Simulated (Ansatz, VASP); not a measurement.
# Li2O in VASP and in Ansatz

File INCAR:

```
ALGO = Normal
EDIFF = 1E-6
ENCUT = 750
GGA = RE
GGA_COMPAT = False
ISIF = 2
ISMEAR = 0
LASPH = True
LCHARG = True
LELF = True
LREAL = False
LVHAR = True
LWAVE = False
NBANDS = 13
NELM = 120
PREC = Accurate
SIGMA = 0.1
```

Contents of KPOINTS:

```
k-points
0
Gamma
  6 6 6
```

Contents of POSCAR:

```
Li2O
1.0
    0.0000000000      2.3268543819      2.3268543819
    2.3268543819      0.0000000000      2.3268543819
    2.3268543819      2.3268543819      0.0000000000
Li O
2 1
Direct
    0.7500000000      0.7500000000      0.7500000000
    0.2500000000      0.2500000000      0.2500000000
    0.0000000000      0.0000000000      0.0000000000
```

Input for Ansatz:

```yaml
crystal:
  lattice:
    - [0.0, 2.3268543819, 2.3268543819]
    - [2.3268543819, 0.0, 2.3268543819]
    - [2.3268543819, 2.3268543819, 0.0]
  atoms:
    - { symbol: Li, position: [0.75, 0.75, 0.75] }
    - { symbol: Li, position: [0.25, 0.25, 0.25] }
    - { symbol: O, position: [0.0, 0.0, 0.0] }
basis:
  ecutwfc: 420
kpoints:
  mp_grid: { grid: [6, 6, 6] }
hamiltonian:
  xc: revpbe
scf:
  occupations: { method: gaussian, width: 0.1 }
output:
  forces: true
  stress: true
  eigenvalues: true
```

Alike in both runs: task single point; functional revPBE; k mesh 6 × 6 × 6; occupations gaussian, width 0.1 eV; no spin polarisation.

|  | VASP | Ansatz |
| --- | --- | --- |
| version | VASP 6.6.1 | Ansatz 0.2.0 |
| potentials or method | VASP PAW PBE potentials, release 64 (Li_sv, O), cutoff 750 eV | scalar-relativistic, plane waves, PAW |
| valence electrons in the cell | 12 | 12 |

```tsv
	VASP	Ansatz	Ansatz less VASP
gap on the k mesh at the Fermi level (eV)	5.04	5.06	+0.014
least direct gap on the mesh (eV)	5.17	5.18	+0.002
pressure (GPa)	1.2	1.5	+0.37
```

VASP's potentials were made for PBE, not for revPBE.
